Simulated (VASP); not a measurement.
Input of a VASP 6.6.1 run:

INCAR

```
SYSTEM = MgO
  ALGO = Normal
  EDIFF = 1E-6
  ENCUT = 520
  GGA = PS
  ISIF = 2
  ISMEAR = 0
  LASPH = .True.
  LCHARG = .False.
  LREAL = .False.
  LWAVE = .False.
  NBANDS = 11
  NELM = 80
  PREC = Accurate
  SIGMA = 0.05
```

The input KPOINTS:

```
k-points
0
Gamma
  10 10 10
  0 0 0
```

POSCAR

```
MgO
1.0
    0.0000000000      2.1075959641      2.1075959641
    2.1075959641      0.0000000000      2.1075959641
    2.1075959641      2.1075959641      0.0000000000
Mg O
1 1
Direct
   -0.0063090101      0.0063090101      0.0189270304
    0.5095843797      0.4904156203      0.4712468609
```

Potentials or basis: VASP PAW PBE potentials, release 64 (Mg, O).

Run with:

```bash
$ cat potpaw_PBE.64/Mg/POTCAR potpaw_PBE.64/O/POTCAR > POTCAR
$ mpirun -np 1 vasp_std > vasp.out
```

Q: Estimate the pressure.

A: 1.7 GPa.

Q: What does it give for the band gap on the k mesh?

A: 4.61 eV, direct.

Q: Estimate the largest force.

A: 0.871 eV/Å.

Stress tensor (GPa, compression positive):
```
 5.50 -0.57  0.00
-0.57  0.57  0.00
 0.00  0.00 -1.00
```

Caveat: the cell differs from its parent crystal (mode 4 frozen in at -0.081 Å and mode 5 at -0.040 Å (largest displacements)); the PAW data sets were made with another functional, which shifts forces and pressure a little.
